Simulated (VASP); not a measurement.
Write the native input for VASP 6.6.1 that does the following.

- Task: single point
- Functional: LDA
- Potentials or basis: VASP PAW LDA potentials, release 64 (Ga_d, N)
- Cutoff: 520 eV
- k mesh: 8 × 6 × 6
- Occupations: gaussian, width 0.05 eV
- Spin: no spin polarisation
- Dipole correction: no
- Further INCAR settings: ALGO = Normal; EDIFF = 1e-07; NBANDS = 46

The structure of GaN lies in POSCAR:

```
GaN
1.0
   -3.1515767111      0.0000000000      0.0000000000
    0.0000000000      0.0000000000     -5.1382481593
    0.0000000000     -5.4586909876      0.0000000000
Ga N
4 4
Direct
    0.5000000000      0.0094215028      0.1797108050
    0.0000000000     -0.0009031747      0.6536163387
    0.0000000000      0.4990968253      0.3463836613
    0.5000000000      0.5094215028      0.8202891950
    0.5000000000      0.6041928645      0.1685352516
    0.0000000000      0.6089840202      0.6647600166
    0.0000000000      0.1089840202      0.3352399834
    0.5000000000      0.1041928645      0.8314647484
```

This cell differs from its parent crystal: atoms displaced along several vibrational modes.

The input as run:

INCAR

```
  PREC = Accurate
  ENCUT = 520
  EDIFF = 1E-7
  ISMEAR = 0
  SIGMA = 0.05
  LREAL = False
  LASPH = True
  NELM = 60
  ALGO = Normal
  ISIF = 2
  LWAVE = False
  LCHARG = False
  NBANDS = 46
```

KPOINTS

```
regular mesh
0
Gamma
  8 6 6
```

Potentials or basis: VASP PAW LDA potentials, release 64 (Ga_d, N).

Launch:

```bash
$ cat potpaw_LDA.64/Ga_d/POTCAR potpaw_LDA.64/N/POTCAR > POTCAR
$ mpirun -np 1 vasp_std > vasp.out
```

Results of the run:

```json
{"Pressure": "3.4 GPa", "Largest force": "2.522 eV/Å", "Band gap on the k mesh": "1.99 eV"}
```

Caveat: the cell differs from its parent crystal (atoms displaced along several vibrational modes); the stress differs along the axes, from -4 to 7 GPa; forces of over 1 eV/Å act on the atoms, so gaps and moduli don't describe the material at rest.

Run time: 2.3 min on 1 thread of Intel(R) Xeon(R) 6975P-C (Granite Rapids), with other jobs on the host, peak memory 0.34 GiB.
